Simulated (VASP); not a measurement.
Write the native input for VASP 6.6.1 that does the following.

* Task: relaxation of the atoms
* Functional: r2SCAN
* Potentials or basis: VASP PAW PBE potentials, release 64 (Cs_sv, Br)
* Cutoff: 500 eV
* k mesh: 7 × 7 × 7
* Occupations: fermi-dirac, width 0.03 eV
* Spin: no spin polarisation
* Dipole correction: no
* Further INCAR settings: ALGO = Normal; EDIFF = 1e-07; IBRION = 2; EDIFFG = -0.01; NSW = 50

CsBr:

```
CELL_PARAMETERS angstrom
3.51161 0.00000 0.00000
0.00000 3.51161 0.00000
0.00000 0.00000 3.51161
ATOMIC_POSITIONS crystal
Cs 0.00000 0.00000 0.00000
Br 0.50000 0.50000 0.50000
```

One way to write it, as run:

POSCAR

```
CsBr
1.0
    3.5116109658      0.0000000000      0.0000000000
    0.0000000000      3.5116109658      0.0000000000
    0.0000000000      0.0000000000      3.5116109658
Cs Br
1 1
Direct
    0.0000000000      0.0000000000      0.0000000000
    0.5000000000      0.5000000000      0.5000000000
```

INCAR.step1

```
SYSTEM = CsBr
ALGO = Normal
EDIFF = 1E-5
EDIFFG = -0.01
ENCUT = 500
GGA = PE
GGA_COMPAT = .FALSE.
IBRION = 2
ISMEAR = -1
LASPH = .TRUE.
LCHARG = .FALSE.
LREAL = .FALSE.
LWAVE = .TRUE.
NELM = 120
NELMIN = 4
NSW = 100
PREC = Accurate
SIGMA = 0.03
```

INCAR.step2

```
SYSTEM = CsBr
ALGO = Normal
EDIFF = 1E-7
EDIFFG = -0.01
ENCUT = 500
GGA_COMPAT = .FALSE.
IBRION = 2
ISIF = 2
ISMEAR = -1
ISTART = 1
LASPH = .TRUE.
LCHARG = .FALSE.
LMIXTAU = .TRUE.
LREAL = .FALSE.
LWAVE = .FALSE.
METAGGA = R2SCAN
NELM = 120
NELMIN = 4
NSW = 50
PREC = Accurate
SIGMA = 0.03
```

KPOINTS

```
k-points
0
G
  7 7 7
  0 0 0
```

Potentials or basis: VASP PAW PBE potentials, release 64 (Cs_sv, Br).

The run is started by

```bash
$ cat potpaw_PBE.64/Cs_sv/POTCAR potpaw_PBE.64/Br/POTCAR > POTCAR
$ cp INCAR.step1 INCAR
$ mpirun -np 1 vasp_std > vasp.out
$ cp INCAR.step2 INCAR
$ mpirun -np 1 vasp_std > vasp.out
```

It gave:

```yaml
Pressure_after_relaxing: 47.1 GPa
Band_gap_on_the_k_mesh: 3.10 eV
```

Caveat: the relaxation stopped at its first step, so nothing moved; the PAW data sets were made with another functional, which shifts forces and pressure a little; spin-orbit coupling is left out, which moves the levels of the heavy elements; an odd mesh through Γ misses points on the zone boundary, where band edges can lie.

Run time: 100 s on 1 thread of Intel Xeon 8259CL, on a shared host, peak memory 0.17 GiB.
